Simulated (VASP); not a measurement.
# ScF3 (P4/mmm) in VASP: notebook

The runs below take ScF3 through single point, with LDA.

Program: VASP 6.6.1. These are calculated values, not measurements. Logs are shortened: lines on timing, memory, paths and dates and some standing lists are left out, and cuts for length are marked.

### 1 The cell of the first run

Symmetry: P4/mmm, No. 123, tetragonal system. Conventional cell: a = 4.012 Å, b = 4.012 Å, c = 4.333 Å, α = 90.00°, β = 90.00°, γ = 90.00°. Sc (site symmetry 4/mmm) has 6 F at 2.01 to 2.17 Å within 2.7 Å. F (site symmetry mmm) has 2 Sc at 2.01 Å within 2.7 Å. Within 2.9 Å of F (site symmetry 4/mmm) lie 2 Sc at 2.17 Å.

### 2 Single point, LDA (strain +0.000 along x and y, +0.080 along z)

Input file INCAR:

```
ALGO     = Normal         # electronic algorithm
EDIFF    = 1E-6           # SCF threshold, eV
ENCUT    = 520            # plane-wave cutoff, eV
GGA      = CA             # functional
ISIF     = 2              # what is computed and relaxed
ISMEAR   = 0              # smearing method
LASPH    = True           # aspherical terms in the spheres
LCHARG   = False          # write CHGCAR
LREAL    = False          # projectors in reciprocal space
LWAVE    = False          # write WAVECAR
NBANDS   = 24             # bands
NELM     = 60             # most SCF steps
PREC     = Accurate       # precision mode
SIGMA    = 0.05           # smearing width, eV
```

Input file KPOINTS:

```
k-points
0
Gamma
  6 6 6
```

Input file POSCAR:

```
ScF3
1.0
    4.0124500000      0.0000000000      0.0000000000
    0.0000000000      4.0124500000      0.0000000000
    0.0000000000      0.0000000000      4.3334460000
Sc F
1 3
Direct
    0.0000000000      0.0000000000      0.0000000000
    0.5000000000      0.0000000000      0.0000000000
    0.0000000000      0.5000000000      0.0000000000
    0.0000000000      0.0000000000      0.5000000000
```

Potentials or basis: VASP PAW LDA potentials, release 64 (Sc_sv, F).

Started as:

```
cat potpaw_LDA.64/Sc_sv/POTCAR potpaw_LDA.64/F/POTCAR > POTCAR
mpirun -np 1 vasp_std > vasp.out
```

OUTCAR:

```text
EDIFF = 1E-6
   ENCUT = 520
   GGA = CA
   ISIF = 2
   ISMEAR = 0
   LASPH = True
   LREAL = False
   NELM = 60
   PREC = Accurate

 ion  position               nearest neighbor table
   1  0.000  0.000  0.000-   2 2.01   3 2.01   3 2.01   2 2.01   4 2.17   4 2.17
   2  0.500  0.000  0.000-   1 2.01   1 2.01
   3  0.000  0.500  0.000-   1 2.01   1 2.01
   4  0.000  0.000  0.500-   1 2.17   1 2.17

  LATTYP: Found a simple tetragonal cell.
 ALAT       =     4.0124500000
 C/A-ratio  =     1.0800000000

  Lattice vectors:

 A1 = (   4.0124500000,   0.0000000000,   0.0000000000)
 A2 = (   0.0000000000,   4.0124500000,   0.0000000000)
 A3 = (   0.0000000000,   0.0000000000,   4.3334460000)

Analysis of symmetry for initial positions (statically):
=====================================================================
 Subroutine PRICEL returns:
 Original cell was already a primitive cell.

 Routine SETGRP: Setting up the symmetry group for a
 simple tetragonal supercell.

 Subroutine GETGRP returns: Found 16 space group operations
 (whereof 16 operations were pure point group operations)
 out of a pool of 16 trial point group operations.

The static configuration has the point symmetry D_4h.

Analysis of symmetry for dynamics (positions and initial velocities):
=====================================================================
 Subroutine PRICEL returns:
 Original cell was already a primitive cell.

 Routine SETGRP: Setting up the symmetry group for a
 simple tetragonal supercell.

 Subroutine GETGRP returns: Found 16 space group operations
 (whereof 16 operations were pure point group operations)
 out of a pool of 16 trial point group operations.

The dynamic configuration has the point symmetry D_4h.

 Subroutine INISYM returns: Found 16 space group operations
 (whereof 16 operations are pure point group operations),
 and found     1 'primitive' translations

----------------------------------------------------------------------------------------

                                     Primitive cell

  volume of cell :      69.7674

  direct lattice vectors                    reciprocal lattice vectors
     4.012450000  0.000000000  0.000000000     0.249224289  0.000000000  0.000000000
     0.000000000  4.012450000  0.000000000     0.000000000  0.249224289  0.000000000
     0.000000000  0.000000000  4.333446000     0.000000000  0.000000000  0.230763231

  length of vectors
     4.012450000  4.012450000  4.333446000     0.249224289  0.249224289  0.230763231

  position of ions in fractional coordinates (direct lattice)
     0.000000000  0.000000000  0.000000000
     0.500000000  0.000000000  0.000000000
     0.000000000  0.500000000  0.000000000
     0.000000000  0.000000000  0.500000000

  ion indices of the primitive-cell ions
   primitive index   ion index
                 1           1
                 2           2
                 3           3
                 4           4

----------------------------------------------------------------------------------------

 KPOINTS: k-points

Automatic generation of k-mesh.
 Grid dimensions read from file:
 generate k-points for:    6    6    6

 Generating k-lattice:

  Cartesian coordinates                     Fractional coordinates (reciprocal lattice)
     0.041537382  0.000000000  0.000000000     0.166666667  0.000000000  0.000000000
     0.000000000  0.041537382  0.000000000     0.000000000  0.166666667  0.000000000
     0.000000000  0.000000000  0.038460538     0.000000000  0.000000000  0.166666667

  Length of vectors
     0.041537382  0.041537382  0.038460538

  Shift w.r.t. Gamma in fractional coordinates (k-lattice)
     0.000000000  0.000000000  0.000000000

 Subroutine IBZKPT returns following result:
 ===========================================

 Found     40 irreducible k-points:

 Following reciprocal coordinates:
            Coordinates               Weight
  0.000000  0.000000  0.000000      1.000000
  0.166667  0.000000  0.000000      4.000000
  0.333333  0.000000  0.000000      4.000000
  0.500000  0.000000  0.000000      2.000000
  0.166667  0.166667  0.000000      4.000000
  0.333333  0.166667  0.000000      8.000000
[... 16 lines left out ...]
  0.333333  0.000000  0.333333      8.000000
  0.500000  0.000000  0.333333      4.000000
 [... further k-points ...]
   k-points           NKPTS =     40   k-points in BZ     NKDIM =     40   number of bands    NBANDS=     24
   number of dos      NEDOS =    301   number of ions     NIONS =      4
   total plane-waves  NPLWV =  28800
   dimension x,y,z NGX =    30 NGY =   30 NGZ =   32
   dimension x,y,z NGXF=    60 NGYF=   60 NGZF=   64
   ions per type =               1   3
   NGX,Y,Z   is equivalent  to a cutoff of  12.43, 12.43, 12.28 a.u.
   NGXF,Y,Z  is equivalent  to a cutoff of  24.86, 24.86, 24.55 a.u.
 SYSTEM =  unknown system
   PREC   = accura    normal or accurate (medium, high low for compatibility)
   ISTART =      0    job   : 0-new  1-cont  2-samecut
   ICHARG =      2    charge: 1-file 2-atom 10-const
   ISPIN  =      1    spin polarized calculation?
   LNONCOLLINEAR =      F non collinear calculations
   LSORBIT =      F    spin-orbit coupling
   LASPH  =      T    aspherical Exc in radial PAW
   ENCUT  =  520.0 eV  38.22 Ry    6.18 a.u.   7.46  7.46  8.06*2*pi/ulx,y,z
   NELM   =     60;   NELMIN=  2; NELMDL= -5     # of ELM steps
   EDIFF  = 0.1E-05   stopping-criterion for ELM
   LREAL  =      F    real-space projection
   EDIFFG = 0.1E-04   stopping-criterion for IOM
   NSW    =      0    number of steps for IOM
   IBRION =     -1    ionic relax: 0-MD 1-quasi-New 2-CG
   NFREE  =      0    steps in history (QN), initial steepest desc. (CG)
   ISIF   =      2    stress and relaxation
   ISYM   =      2    0-nonsym 1-usesym 2-fastsym
   POTIM  = 0.5000    time-step for ionic-motion
   TEBEG  =    0.0;   TEEND  =   0.0 temperature during run
   PSTRESS=    0.0 pullay stress
   NELECT =      32.0000    total number of electrons
   NUPDOWN=      -1.0000    fix difference up-down
   EMIN   =  10.00;   EMAX   =-10.00  energy-range for DOS
   EFERMI =   0.00;   METHOD = LEGACY
   ISMEAR =     0;   SIGMA  =   0.05  broadening in eV -4-tet -1-fermi 0-gaus
   EFERMI_NEDOS =   21; number of points for ismear=-14 and -15
   IALGO  =     38    algorithm
   IMIX   =      4    mixing-type and parameters
     AMIX     =   0.40;   BMIX     =  1.00
     AMIX_MAG =   1.60;   BMIX_MAG =  1.00
  volume/ion in A,a.u.               =      17.44       117.70
  Fermi-wavevector in a.u.,A,eV,Ry     =   1.262527  2.385830 21.687332  1.593974
  Thomas-Fermi vector in A             =   2.395930
   LORBIT       =      0    0 simple, 1 ext, 2 COOP (PROOUT), +10 PAW based schemes
   GGA     = CA    functional components
   LHFCALC =     F    Hartree Fock is set to
   AEXX    =    0.0000 exact exchange contribution
   IVDW    =     0    specifies the selected vdW correction
   LEPSILON=     F    determine dielectric tensor
   LRPA    =     F    only Hartree local field effects (RPA)
 non-spin polarized calculation
 Gauss-broadening in eV      SIGMA  =   0.05
  energy-cutoff  :      520.00
  volume of cell :       69.77
 maximum number of plane-waves:      1920
 NGX is ok and might be reduce to    30
   NGX = 15   NGY = 15   NGZ = 17

 number of electron      31.9999963 magnetization

 Free energy of the ion-electron system (eV)
  ---------------------------------------------------
  ext. energy  EPLUGINS =         0.00000000
  ---------------------------------------------------
  free energy    TOTEN  =       -29.26084053 eV

  energy without entropy =      -29.26084053  energy(sigma->0) =      -29.26084053

 E-fermi :  -3.7431     XC(G=0):  -8.5343

 val. band max:       -3.9524678084   @ k =   0.5000   0.5000   0.5000
 cond. band min:       1.5653367124   @ k =   0.0000   0.0000   0.0000
 fundamental gap:      5.5178045209
 Fermi energy:        -3.7431452599

 k-point     1 :       0.0000    0.0000    0.0000
  band No.  band energies     occupation
      1     -50.0005      2.00000
      2     -29.0264      2.00000
      3     -29.0264      2.00000
      4     -28.8943      2.00000
      5     -24.0542      2.00000
      6     -23.8544      2.00000
[... 16 lines left out ...]
     23      10.9988      0.00000
     24      11.1197      0.00000

 k-point     2 :       0.1667    0.0000    0.0000
  band No.  band energies     occupation
      1     -49.9992      2.00000
      2     -29.1381      2.00000
      3     -29.0253      2.00000
      4     -28.8932      2.00000
      5     -23.9828      2.00000
      6     -23.7001      2.00000
[... 16 lines left out ...]
     23       9.9241      0.00000
     24      11.2338      0.00000

 k-point     3 :       0.3333    0.0000    0.0000
  band No.  band energies     occupation
      1     -49.9967      2.00000
      2     -29.3413      2.00000
      3     -29.0231      2.00000
      4     -28.8910      2.00000
      5     -23.9539      2.00000
      6     -23.2863      2.00000
[... 16 lines left out ...]
     23       8.1525      0.00000
     24      11.6274      0.00000

 k-point     4 :       0.5000    0.0000    0.0000
  band No.  band energies     occupation
      1     -49.9954      2.00000
      2     -29.4347      2.00000
      3     -29.0219      2.00000
      4     -28.8899      2.00000
      5     -23.9484      2.00000
      6     -23.0703      2.00000
[... 16 lines left out ...]
     23       7.0962      0.00000
     24      12.3688      0.00000

 k-point     5 :       0.1667    0.1667    0.0000
  band No.  band energies     occupation
      1     -49.9979      2.00000
      2     -29.1380      2.00000
      3     -29.1358      2.00000
      4     -28.8921      2.00000
      5     -23.8052      2.00000
      6     -23.6527      2.00000
[... 451 lines left out ...]
 k-point    22 :       0.1667    0.0000    0.3333
  band No.  band energies     occupation
      1     -49.9982      2.00000
      2     -29.1370      2.00000
      3     -29.0243      2.00000
      4     -28.9949      2.00000
      5     -23.9747      2.00000
      6     -23.6974      2.00000
[... 16 lines left out ...]
     23       7.6886      0.00000
     24      10.6776      0.00000

 k-point    23 :       0.3333    0.0000    0.3333
  band No.  band energies     occupation
      1     -49.9957      2.00000
      2     -29.3400      2.00000
      3     -29.0221      2.00000
      4     -28.9924      2.00000
      5     -23.9476      2.00000
      6     -23.2829      2.00000
[... 16 lines left out ...]
     23       8.2938      0.00000
     24       8.9317      0.00000

 k-point    24 :       0.5000    0.0000    0.3333
  band No.  band energies     occupation
      1     -49.9944      2.00000
      2     -29.4333      2.00000
      3     -29.0210      2.00000
      4     -28.9912      2.00000
      5     -23.9425      2.00000
      6     -23.0690      2.00000
[... 16 lines left out ...]
     23       7.6089      0.00000
     24       9.0542      0.00000

 [... further k-points ...]
[... 5 lines left out ...]
  --------------------------------------------------------------------------------------
  -------------------------------------------------------------------------------------
  Total       -1.4395277     -1.4395277     -6.9482831      0.0000000     -0.0000000      0.0000000
  in kB      -33.0581052    -33.0581052   -159.5641888      0.0000000     -0.0000000      0.0000000
  external PRESSURE =     -75.2267997 kB  Pullay stress =       0.0000000 kB

 VOLUME and BASIS-vectors are now :
 -----------------------------------------------------------------------------
  energy-cutoff  :      520.00
  volume of cell :       69.77
      direct lattice vectors                 reciprocal lattice vectors
     4.012450000  0.000000000  0.000000000     0.249224289  0.000000000  0.000000000
     0.000000000  4.012450000  0.000000000     0.000000000  0.249224289  0.000000000
     0.000000000  0.000000000  4.333446000     0.000000000  0.000000000  0.230763231

 POSITION                                       TOTAL-FORCE (eV/Angst)
 -----------------------------------------------------------------------------------
      0.00000      0.00000      0.00000         0.000000      0.000000      0.000000
      2.00623      0.00000      0.00000         0.000000      0.000000      0.000000
      0.00000      2.00623      0.00000         0.000000      0.000000      0.000000
      0.00000      0.00000      2.16672         0.000000      0.000000      0.000000
 -----------------------------------------------------------------------------------
    total drift:                                0.000000      0.000000      0.000000

  FREE ENERGIE OF THE ION-ELECTRON SYSTEM (eV)
  ---------------------------------------------------
  free  energy   TOTEN  =       -29.2608405295 eV

  energy  without entropy=      -29.2608405295  energy(sigma->0) =      -29.26084053
```

Run time: 29 s. Hardware: 1 thread of Intel Xeon 6975P-C (Granite Rapids), shared host; peak memory 0.18 GiB.

What came out:

| Item | Value |
| --- | --- |
| Free energy | -29.2608 eV |
| Pressure | -7.5 GPa |
| Band gap on the k mesh | 5.52 eV, indirect (least direct gap 5.70 eV) |

Stress tensor (GPa, compression positive):
```
 -3.31   0.00   0.00
  0.00  -3.31   0.00
  0.00   0.00 -15.96
```

Levels at points of the mesh, in eV from the valence-band top:
```tsv
k point	band 13	band 14	band 15	band 16	band 17	band 18	band 19	band 20
(0.00, 0.00, 0.00)	-1.07	-0.66	-0.19	-0.19	5.52	5.55	5.55	6.62
(0.50, 0.00, 0.00)	-1.55	-0.76	-0.43	-0.18	5.59	6.43	6.47	6.86
(0.50, 0.50, 0.00)	-1.12	-0.52	-0.45	-0.45	6.51	6.51	7.12	7.30
(0.00, 0.00, 0.50)	-1.07	-1.07	-0.51	-0.51	5.54	6.13	6.13	7.26
(0.50, 0.00, 0.50)	-1.48	-1.42	-0.48	-0.01	6.17	6.45	6.87	7.76
(0.50, 0.50, 0.50)	-2.21	-0.52	0.00	0.00	6.92	6.92	7.14	9.13
```

Caveat: the cell differs from its parent crystal (strain +0.000 along x and y, +0.080 along z). A k mesh can miss the band edges.

### 3 Single point, LDA (strain +0.080 along x and y, -0.040 along z)

Input file INCAR:

```
SYSTEM = ScF3
PREC = Accurate
ENCUT = 520
EDIFF = 1E-6
ISMEAR = 0
SIGMA = 0.05
LREAL = .False.
LASPH = .True.
NELM = 100
ALGO = Normal
ISIF = 2
LWAVE = .False.
LCHARG = .True.
GGA = CA
LELF = .True.
LVHAR = .True.
NBANDS = 24
```

Input file KPOINTS:

```
Automatic mesh
0
Gamma
  6 6 6
  0 0 0
```

Input file POSCAR:

```
ScF3
1.0
    4.3334460000      0.0000000000      0.0000000000
    0.0000000000      4.3334460000      0.0000000000
    0.0000000000      0.0000000000      3.8519520000
Sc F
1 3
Direct
    0.0000000000      0.0000000000      0.0000000000
    0.5000000000      0.0000000000      0.0000000000
    0.0000000000      0.5000000000      0.0000000000
    0.0000000000      0.0000000000      0.5000000000
```

Potentials or basis: VASP PAW LDA potentials, release 64 (Sc_sv, F).

Started as:

```
cat potpaw_LDA.64/Sc_sv/POTCAR potpaw_LDA.64/F/POTCAR > POTCAR
mpirun -np 1 vasp_std > vasp.out
```

Run time: 25 s. Hardware: 1 thread of Intel Xeon 6975P-C (Granite Rapids), shared host; peak memory 0.19 GiB.

Results (log left out):

```
Free energy            : -28.8843 eV
Pressure               : -8.4 GPa
Band gap on the k mesh : 5.18 eV, indirect (least direct gap 5.55 eV)
```

Stress tensor (GPa, compression positive):
```
-15.84   0.00   0.00
  0.00 -15.84   0.00
  0.00   0.00   6.60
```

Levels at points of the mesh, in eV from the valence-band top:
| k point | band 13 | band 14 | band 15 | band 16 | band 17 | band 18 | band 19 | band 20 |
| --- | --- | --- | --- | --- | --- | --- | --- | --- |
| (0.00, 0.00, 0.00) | -0.55 | -0.44 | -0.44 | -0.37 | 5.18 | 5.18 | 5.22 | 6.26 |
| (0.50, 0.00, 0.00) | -0.83 | -0.76 | -0.67 | -0.45 | 5.19 | 5.74 | 5.81 | 6.51 |
| (0.50, 0.50, 0.00) | -1.68 | -0.75 | -0.75 | -0.01 | 5.76 | 5.76 | 6.26 | 7.64 |
| (0.00, 0.00, 0.50) | -1.01 | -0.58 | -0.42 | -0.42 | 5.29 | 6.31 | 6.32 | 6.32 |
| (0.50, 0.00, 0.50) | -0.79 | -0.78 | -0.67 | -0.39 | 5.86 | 6.35 | 6.71 | 6.85 |
| (0.50, 0.50, 0.50) | -1.60 | -0.38 | -0.38 | 0.00 | 6.31 | 6.73 | 6.73 | 8.40 |

Caveat: the cell differs from its parent crystal (strain +0.080 along x and y, -0.040 along z). A k mesh can miss the band edges.

(Continued in part 2 of 2.)
